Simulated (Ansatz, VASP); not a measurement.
Two plane-wave programs on TiB2

```
Ti B
1.0
     3.02920    0.00000    0.00000
    -1.51460    2.62336    0.00000
     0.00000    0.00000    3.22840
Ti B
1 2
Cartesian
  0.0000 0.0000 0.0000
  0.0000 1.7489 1.6142
  1.5146 0.8745 1.6142
```

Alike in both runs: task relaxation of cell and atoms; functional PBE; k mesh 16 × 16 × 14; occupations gaussian, width 0.2 eV; no spin polarisation.

```csv
,VASP,Ansatz
version,VASP 6.6.1,Ansatz 0.2.0
potentials or method,"VASP PAW PBE potentials, release 64 (Ti_sv, B)","scalar-relativistic, plane waves, PAW"
plane-wave cutoff (eV),600,420
valence electrons in the cell,18,18
```

Ansatz gave:

```
gap on the k mesh at the Fermi level, each at its own relaxed structure (eV) : none
relaxed volume (Å³/atom)                                                     : 8.56
relaxed cell length with the largest relative difference (Å)                 : 3.224
```

Problem. Estimate VASP's values.

Solution. gap on the k mesh at the Fermi level, each at its own relaxed structure (eV): none; relaxed volume (Å³/atom): 8.56; relaxed cell length with the largest relative difference (Å): 3.225.

A gap of «none» marks a metal or a gap that the smearing closes.
